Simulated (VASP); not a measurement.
AlN:

```
Al N
1.0
     3.31212    0.00000    0.00000
    -1.65606    2.86838    0.00000
     0.00000    0.00000    4.18756
Al N
2 2
Direct
  0.33333 0.66667 0.75000
  0.66667 0.33333 0.25000
  0.33333 0.66667 0.25000
  0.66667 0.33333 0.75000
```

Base run:

| Property | Result |
| --- | --- |
| Program | VASP 6.6.1 |
| Functional | PBEsol |
| Potentials or basis | VASP PAW PBE potentials, release 64 (Al, N) |
| Cutoff | 520 eV |
| k mesh | 12 × 12 × 6 |
| Occupations | gaussian, width 0.01 eV |
| Spin | no spin polarisation |

Its results: band gap on the k mesh 3.19 eV; pressure -3.5 GPa.

Task: The run is repeated on the same cell with these changes: functional from PBEsol to BLYP. What comes out?

Result: Band gap on the k mesh 3.56 eV; pressure 3.8 GPa.

BLYP binds less tightly than PBEsol, so the same cell stands under more pressure.

Caveats: the PAW data sets were made with another functional, which shifts forces and pressure a little; the cell stands under tension (at least some runs); the cell stands under pressure (at least some runs).

A k mesh can miss the band edges.
